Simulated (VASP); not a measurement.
A run of VASP 6.6.1:

Contents of INCAR:

```
PREC = Accurate
ENCUT = 520
EDIFF = 1E-6
ISMEAR = -1
SIGMA = 0.05
LREAL = False
LASPH = True
NELM = 60
ALGO = Normal
ISIF = 2
LWAVE = False
LCHARG = False
GGA = PE
NBANDS = 22
```

KPOINTS

```
Automatic mesh
0
Gamma
  7 7 3
```

Contents of POSCAR:

```
I
1.0
    3.6350350000     -2.3950200000      0.0000000000
    3.6350350000      2.3950200000      0.0000000000
    0.0000000000      0.0000000000      9.7934400000
I
4
Direct
    0.6493000000      0.3507000000      0.3844000000
    0.1493000000      0.8507000000      0.1156000000
    0.3507000000      0.6493000000      0.6156000000
    0.8507000000      0.1493000000      0.8844000000
```

Potentials or basis: VASP PAW PBE potentials, release 64 (I).

Launch:

```console
$ cat potpaw_PBE.64/I/POTCAR > POTCAR
$ mpirun -np 1 vasp_std > vasp.out
```

Hardware: 1 thread of AMD EPYC 9R14 (Zen 4) (shared host).

Problem. Estimate the wall time of this run.

Solution. It took 78 s on 1 thread of AMD EPYC 9R14 (Zen 4) (shared host), peak memory 0.26 GiB. Counts: scf iterations 13, k points 32.
